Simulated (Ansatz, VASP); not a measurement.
InSb in VASP and in Ansatz

```
CELL_PARAMETERS angstrom
0.00000 3.07555 3.07555
3.07555 0.00000 3.07555
3.07555 3.07555 0.00000
ATOMIC_POSITIONS crystal
In 0.00000 0.00000 0.00000
Sb 0.50000 0.50000 0.50000
```

Alike in both runs: functional PBE; k mesh 12 × 12 × 12; occupations fermi-dirac, width 0.1 eV; no spin polarisation.

Ansatz relaxed the structure, and its values are those at the end. VASP's run is a single point on that final structure, the one shown.

```csv
,VASP,Ansatz
version,VASP 6.6.1,Ansatz 0.2.0
potentials or method,"VASP PAW PBE potentials, release 64 (In_d, Sb)","PAW with Ansatz's default frozen-core files, scalar-relativistic"
plane-wave cutoff (eV),520,420
valence electrons in the cell,18,28
```

```csv
,VASP,Ansatz,Ansatz less VASP
pressure (GPa),0.0,0.0,+0.03
```

VASP's potentials hold 18 valence electrons a cell and Ansatz's 28, so a difference there can come from the potentials and not from the codes.

Spin-orbit coupling is off throughout.
